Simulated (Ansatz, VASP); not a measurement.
# BaTiO3: VASP beside Ansatz

Contents of INCAR:

```
SYSTEM = BaTiO3
ALGO = Normal ; EDIFF = 1E-6
ENCUT = 600 ; GGA = PE
GGA_COMPAT = .FALSE. ; ISIF = 2
ISMEAR = 0 ; IVDW = 13
LASPH = .TRUE. ; LCHARG = .FALSE.
LREAL = .FALSE. ; LWAVE = .FALSE.
NBANDS = 28 ; NELM = 120
PREC = Accurate ; SIGMA = 0.01
```

Contents of KPOINTS:

```
k-points
0
G
  6 6 6
  0 0 0
```

The input POSCAR:

```
BaTiO3
1.0
    3.8901607871      0.0000000000      0.0000000000
    0.0000000000      3.8901607871      0.0000000000
    0.0000000000      0.0000000000      3.9078619037
Ba Ti O
1 1 3
Direct
    0.0000000000      0.0000000000      0.0000000000
    0.5000000000      0.5000000000      0.4900000000
    0.5000000000      0.5000000000      0.0190000000
    0.5000000000      0.0000000000      0.5170000000
    0.0000000000      0.5000000000      0.5170000000
```

Input for Ansatz:

```yaml
crystal:
  lattice:
    - [3.8901607871101804, 0.0, 0.0]
    - [0.0, 3.8901607871101804, 0.0]
    - [0.0, 0.0, 3.907861903747363]
  atoms:
    - { symbol: Ba, position: [0.0, 0.0, 0.0] }
    - { symbol: Ti, position: [0.5, 0.5, 0.49] }
    - { symbol: O, position: [0.5, 0.5, 0.019] }
    - { symbol: O, position: [0.5, 0.0, 0.517] }
    - { symbol: O, position: [0.0, 0.5, 0.517] }
basis:
  ecutwfc: 462.593566181796
kpoints:
  mp_grid:
    grid: [6, 6, 6]
hamiltonian:
  xc: pbe
  dispersion: d4
  pseudopotentials:
    kind: paw
scf:
  occupations:
    method: fixed
output:
  stress: true
```

Alike in both runs: task single point; functional PBE; dispersion D4; k mesh 6 × 6 × 6; no spin polarisation.

|  | VASP | Ansatz |
| --- | --- | --- |
| version | VASP 6.6.1 | Ansatz 0.2.0 |
| potentials or method | VASP PAW PBE potentials, release 64 (Ba_sv, Ti_sv, O), cutoff 600 eV | plane waves, PAW |
| occupations | gaussian, width 0.01 eV | fixed |
| valence electrons in the cell | 40 | 40 |

VASP gave:

| Item | Value |
| --- | --- |
| pressure (GPa) | 18.4 |
| traceless stress, the component that is largest in VASP (GPa) | 0.88 |

Task: What did Ansatz give for the same quantities?

Result: Pressure (GPa): 16.1; traceless stress, the component that is largest in VASP (GPa): 0.84.

Neither program's run includes spin-orbit coupling.
